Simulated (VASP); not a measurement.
# Zn (Fm-3m) in VASP: a series of runs

Aim: see how the results for Zn move with the level of theory and the settings. Levels: r2SCANh+D4, PBE+D3(BJ), r2SCAN0+D3(BJ). Tasks: single point.

Everything below comes from runs of VASP 6.6.1. Logs are shortened: lines on timing, memory, paths and dates and some standing lists are left out, and cuts for length are marked.

### 1 The cell of the first run

The structure is cubic, space group Fm-3m (No. 225). Conventional cell: a = 3.876 Å, b = 3.876 Å, c = 3.876 Å, α = 90.00°, β = 90.00°, γ = 90.00°. Within 3.6 Å of Zn (site symmetry m-3m) lie 12 Zn at 2.74 Å.

This isn't the form of Zn at room conditions, which is hcp.

### 2 Single point, r2SCANh+D4

POSCAR

```
Zn
1.0
    0.0000000000      1.9382217178      1.9382217178
    1.9382217178      0.0000000000      1.9382217178
    1.9382217178      1.9382217178      0.0000000000
Zn
1
Direct
    0.0000000000      0.0000000000      0.0000000000
```

INCAR.step1

```
ALGO = Normal
EDIFF = 1E-5
ENCUT = 440
GGA = PE
GGA_COMPAT = False
ISIF = 2
ISMEAR = 0
LASPH = True
LREAL = False
LWAVE = True
NBANDS = 12
NELM = 120
PREC = Accurate
SIGMA = 0.02
```

INCAR.step2

```
AEXX = 0.1
ALGO = Normal
EDIFF = 1E-6
ENCUT = 440
GGA_COMPAT = False
ISIF = 2
ISMEAR = 0
ISTART = 1
IVDW = 13
LASPH = True
LCHARG = True
LELF = True
LHFCALC = True
LMIXTAU = True
LREAL = False
LVHAR = True
LWAVE = False
METAGGA = R2SCAN
NBANDS = 12
NELM = 120
PREC = Accurate
PRECFOCK = Normal
SIGMA = 0.02
VDW_A1 = 0.4944
VDW_A2 = 5.9019
VDW_S6 = 1.0
VDW_S8 = 0.8324
```

KPOINTS

```
k-points
0
Gamma
  8 8 8
```

Potentials or basis: VASP PAW PBE potentials, release 64 (Zn).

On the command line:

```
> cat potpaw_PBE.64/Zn/POTCAR > POTCAR
> cp INCAR.step1 INCAR
> mpirun -np 1 vasp_std > vasp.out
> cp INCAR.step2 INCAR
> mpirun -np 1 vasp_std > vasp.out
```

OUTCAR:

```text
AEXX = 0.1
   EDIFF = 1E-6
   ENCUT = 440
   ISIF = 2
   ISMEAR = 0
   ISTART = 1
   IVDW = 13
   LASPH = True
   LHFCALC = True
   LREAL = False
   METAGGA = R2SCAN
   NELM = 120
   PREC = Accurate
   PRECFOCK = Normal

 ion  position               nearest neighbor table
   1  0.000  0.000  0.000-

  LATTYP: Found a face centered cubic cell.
 ALAT       =     3.8764434356

  Lattice vectors:

 A1 = (   0.0000000000,   1.9382217178,   1.9382217178)
 A2 = (   1.9382217178,   0.0000000000,   1.9382217178)
 A3 = (   1.9382217178,   1.9382217178,   0.0000000000)

Analysis of symmetry for initial positions (statically):
=====================================================================
 Subroutine PRICEL returns:
 Original cell was already a primitive cell.

 Routine SETGRP: Setting up the symmetry group for a
 face centered cubic supercell.

 Subroutine GETGRP returns: Found 48 space group operations
 (whereof 48 operations were pure point group operations)
 out of a pool of 48 trial point group operations.

The static configuration has the point symmetry O_h .

Analysis of symmetry for dynamics (positions and initial velocities):
=====================================================================
 Subroutine PRICEL returns:
 Original cell was already a primitive cell.

 Routine SETGRP: Setting up the symmetry group for a
 face centered cubic supercell.

 Subroutine GETGRP returns: Found 48 space group operations
 (whereof 48 operations were pure point group operations)
 out of a pool of 48 trial point group operations.

The dynamic configuration has the point symmetry O_h .

 Subroutine INISYM returns: Found 48 space group operations
 (whereof 48 operations are pure point group operations),
 and found     1 'primitive' translations

----------------------------------------------------------------------------------------

                                     Primitive cell

  volume of cell :      14.5626

  direct lattice vectors                    reciprocal lattice vectors
     0.000000000  1.938221718  1.938221718    -0.257968423  0.257968423  0.257968423
     1.938221718  0.000000000  1.938221718     0.257968423 -0.257968423  0.257968423
     1.938221718  1.938221718  0.000000000     0.257968423  0.257968423 -0.257968423

  length of vectors
     2.741059440  2.741059440  2.741059440     0.446814415  0.446814415  0.446814415

  position of ions in fractional coordinates (direct lattice)
     0.000000000  0.000000000  0.000000000

  ion indices of the primitive-cell ions
   primitive index   ion index
                 1           1

----------------------------------------------------------------------------------------

 KPOINTS: k-points

Automatic generation of k-mesh.
 Grid dimensions read from file:
 generate k-points for:    8    8    8

 Generating k-lattice:

  Cartesian coordinates                     Fractional coordinates (reciprocal lattice)
    -0.032246053  0.032246053  0.032246053     0.125000000  0.000000000  0.000000000
     0.032246053 -0.032246053  0.032246053     0.000000000  0.125000000  0.000000000
     0.032246053  0.032246053 -0.032246053     0.000000000  0.000000000  0.125000000

  Length of vectors
     0.055851802  0.055851802  0.055851802

  Shift w.r.t. Gamma in fractional coordinates (k-lattice)
     0.000000000  0.000000000  0.000000000

 Subroutine IBZKPT returns following result:
 ===========================================

 Found     29 irreducible k-points:

 Following reciprocal coordinates:
            Coordinates               Weight
  0.000000  0.000000  0.000000      1.000000
  0.125000  0.000000  0.000000      8.000000
  0.250000  0.000000  0.000000      8.000000
  0.375000  0.000000  0.000000      8.000000
  0.500000  0.000000  0.000000      4.000000
  0.125000  0.125000  0.000000      6.000000
[... 16 lines left out ...]
  0.500000  0.250000  0.125000     48.000000
 -0.375000  0.250000  0.125000     24.000000
 [... further k-points ...]
   k-points           NKPTS =     29   k-points in BZ     NKDIM =    512   number of bands    NBANDS=     12
   number of dos      NEDOS =    301   number of ions     NIONS =      1
   total plane-waves  NPLWV =   8000
   dimension x,y,z NGX =    20 NGY =   20 NGZ =   20
   dimension x,y,z NGXF=    40 NGYF=   40 NGZF=   40
   ions per type =               1
   NGX,Y,Z   is equivalent  to a cutoff of  12.13, 12.13, 12.13 a.u.
   NGXF,Y,Z  is equivalent  to a cutoff of  24.26, 24.26, 24.26 a.u.
 SYSTEM =  unknown system
   PREC   = accura    normal or accurate (medium, high low for compatibility)
   ISTART =      1    job   : 0-new  1-cont  2-samecut
   ICHARG =      0    charge: 1-file 2-atom 10-const
   ISPIN  =      1    spin polarized calculation?
   LNONCOLLINEAR =      F non collinear calculations
   LSORBIT =      F    spin-orbit coupling
   LASPH  =      T    aspherical Exc in radial PAW
   ENCUT  =  440.0 eV  32.34 Ry    5.69 a.u.   4.69  4.69  4.69*2*pi/ulx,y,z
   NELM   =    120;   NELMIN=  2; NELMDL=  0     # of ELM steps
   EDIFF  = 0.1E-05   stopping-criterion for ELM
   LREAL  =      F    real-space projection
   EDIFFG = 0.1E-04   stopping-criterion for IOM
   NSW    =      0    number of steps for IOM
   IBRION =     -1    ionic relax: 0-MD 1-quasi-New 2-CG
   NFREE  =      0    steps in history (QN), initial steepest desc. (CG)
   ISIF   =      2    stress and relaxation
   ISYM   =      3    0-nonsym 1-usesym 2-fastsym
   POTIM  = 0.5000    time-step for ionic-motion
   TEBEG  =    0.0;   TEEND  =   0.0 temperature during run
   PSTRESS=    0.0 pullay stress
   NELECT =      12.0000    total number of electrons
   NUPDOWN=      -1.0000    fix difference up-down
   EMIN   =  10.00;   EMAX   =-10.00  energy-range for DOS
   EFERMI =   0.00;   METHOD = LEGACY
   ISMEAR =     0;   SIGMA  =   0.02  broadening in eV -4-tet -1-fermi 0-gaus
   EFERMI_NEDOS =   21; number of points for ismear=-14 and -15
   IALGO  =     38    algorithm
   IMIX   =      1    mixing-type and parameters
     AMIX     =   0.40;   BMIX     =  1.00
     AMIX_MAG =   1.60;   BMIX_MAG =  1.00
  volume/ion in A,a.u.               =      14.56        98.27
  Fermi-wavevector in a.u.,A,eV,Ry     =   1.534812  2.900374 32.050526  2.355647
  Thomas-Fermi vector in A             =   2.641688
   LORBIT       =      0    0 simple, 1 ext, 2 COOP (PROOUT), +10 PAW based schemes
   METAGGA = R2SCAN    functional components
   LHFCALC =     T    Hartree Fock is set to
   PRECFOCK=normal    Normal, Fast or Accurate (Low or Medium for compatibility)
   ENCUT4O =  -1.0   cutoff for four orbital integrals eV
   NKREDX  =     1    reduce k-point grid by
   NKREDY  =     1    reduce k-point grid by
   NKREDZ  =     1    reduce k-point grid by
   AEXX    =    0.1000 exact exchange contribution
   HFSCREEN=    0.0000 screening length (either q_TF or 0.3 A-1)
   HFSCREENC=   0.0000 screening length for correlation (either q_TF or 0.3 A-1)
   ENCUTFOCK=  -1.0 apply spherical cutoff to Coloumb kernel
   IVDW    =    13    specifies the selected vdW correction
   LEPSILON=     F    determine dielectric tensor
   LRPA    =     F    only Hartree local field effects (RPA)
 non-spin polarized calculation
 Gauss-broadening in eV      SIGMA  =   0.02
  energy-cutoff  :      440.00
  volume of cell :       14.56
 maximum number of plane-waves:       314
  NGX = 16; NGY = 16; NGZ = 16

 number of electron      11.9999994 magnetization

 Free energy of the ion-electron system (eV)
  ---------------------------------------------------
  ext. energy  EPLUGINS =         0.00000000
  ---------------------------------------------------
  free energy    TOTEN  =        -8.20129590 eV

  energy without entropy =       -8.20113027  energy(sigma->0) =       -8.20121308

 E-fermi :   3.0449     XC(G=0): -11.7659

 val. band max:        2.7418380817   @ k =  -0.3750   0.2500   0.1250
 cond. band min:       3.0585470654   @ k =  -0.3750   0.5000   0.1250
 fundamental gap:      0.3167089837
 Fermi energy:         3.0448656584

 k-point     1 :       0.0000    0.0000    0.0000
  band No.  band energies     occupation
      1      -8.5977      2.00000
      2      -5.8221      2.00000
      3      -5.8221      2.00000
      4      -5.8221      2.00000
      5      -5.4063      2.00000
      6      -5.4063      2.00000
      7      23.7063      0.00000
      8      23.7919      0.00000
      9      23.7919      0.00000
     10      23.7919      0.00000
     11      26.1478      0.00000
     12      26.1478      0.00000

 k-point     2 :       0.1250    0.0000    0.0000
  band No.  band energies     occupation
      1      -8.0771      2.00000
      2      -5.8545      2.00000
      3      -5.7700      2.00000
      4      -5.7700      2.00000
      5      -5.4166      2.00000
      6      -5.4166      2.00000
      7      17.9173      0.00000
      8      22.4767      0.00000
      9      22.4767      0.00000
     10      23.5410      0.00000
     11      28.3421      0.00000
     12      28.3421      0.00000

 k-point     3 :       0.2500    0.0000    0.0000
  band No.  band energies     occupation
      1      -6.8660      2.00000
      2      -5.7353      2.00000
      3      -5.7353      2.00000
      4      -5.5620      2.00000
      5      -5.3447      2.00000
      6      -5.3447      2.00000
      7      11.5721      0.00000
      8      21.2029      0.00000
      9      21.2029      0.00000
     10      23.0424      0.00000
     11      27.1971      0.00000
     12      27.1971      0.00000
[... 286 lines left out ...]
 k-point    23 :       0.5000    0.2500    0.1250
  band No.  band energies     occupation
      1      -6.2175      2.00000
      2      -5.9407      2.00000
      3      -5.7701      2.00000
      4      -5.4781      2.00000
      5      -5.1846      2.00000
      6      -1.6585      2.00000
      7       7.2194      0.00000
      8      12.6433      0.00000
      9      15.3888      0.00000
     10      22.9632      0.00000
     11      26.2612      0.00000
     12      29.2328      0.00000

 k-point    24 :      -0.3750    0.2500    0.1250
  band No.  band energies     occupation
      1      -6.2476      2.00000
      2      -6.0059      2.00000
      3      -5.6022      2.00000
      4      -5.5615      2.00000
      5      -5.1083      2.00000
      6       1.6588      2.00000
      7       2.7418      2.00000
      8      13.3600      0.00000
      9      13.6391      0.00000
     10      22.8592      0.00000
     11      25.8625      0.00000
     12      34.0800      0.00000

 [... further k-points ...]

------------------------ aborting loop because EDIFF is reached ----------------------------------------

  DFT-D4 for vdW energy calculation

  Edisp (eV):   -0.13496

  FORCE on cell =-STRESS in cart. coord.  units (eV):
  Direction    XX          YY          ZZ          XY          YZ          ZX
  --------------------------------------------------------------------------------------
  -------------------------------------------------------------------------------------
  Total      -0.18741    -0.18741    -0.18741     0.00000     0.00000     0.00000
  in kB     -20.61858   -20.61858   -20.61858     0.00000     0.00000     0.00000
  external pressure =      -20.62 kB  Pullay stress =        0.00 kB

 VOLUME and BASIS-vectors are now :
 -----------------------------------------------------------------------------
  energy-cutoff  :      440.00
  volume of cell :       14.56
      direct lattice vectors                 reciprocal lattice vectors
     0.000000000  1.938221718  1.938221718    -0.257968423  0.257968423  0.257968423
     1.938221718  0.000000000  1.938221718     0.257968423 -0.257968423  0.257968423
     1.938221718  1.938221718  0.000000000     0.257968423  0.257968423 -0.257968423

 POSITION                                       TOTAL-FORCE (eV/Angst)
 -----------------------------------------------------------------------------------
      0.00000      0.00000      0.00000        -0.000000     -0.000000      0.000000
 -----------------------------------------------------------------------------------
    total drift:                                0.000000      0.000000      0.000000

  FREE ENERGIE OF THE ION-ELECTRON SYSTEM (eV)
  ---------------------------------------------------
  free  energy   TOTEN  =        -8.3362582417 eV

  energy  without entropy=       -8.3360926124  energy(sigma->0) =       -8.33617543
```

Wall time 34 min (1 thread of Intel Xeon Platinum 8488C (Sapphire Rapids), shared host); peak memory 0.14 GiB.

Results:

```yaml
Free_energy: -8.3363 eV
Pressure: -2.1 GPa
Band_gap_on_the_k_mesh: zero (bands 6 and 7 overlap by 3.94 eV)
Dispersion_energy_per_atom: -0.135 eV
```

Caveat: the PAW data sets were made with another functional, which shifts forces and pressure a little.

(Continued in part 2 of 2.)
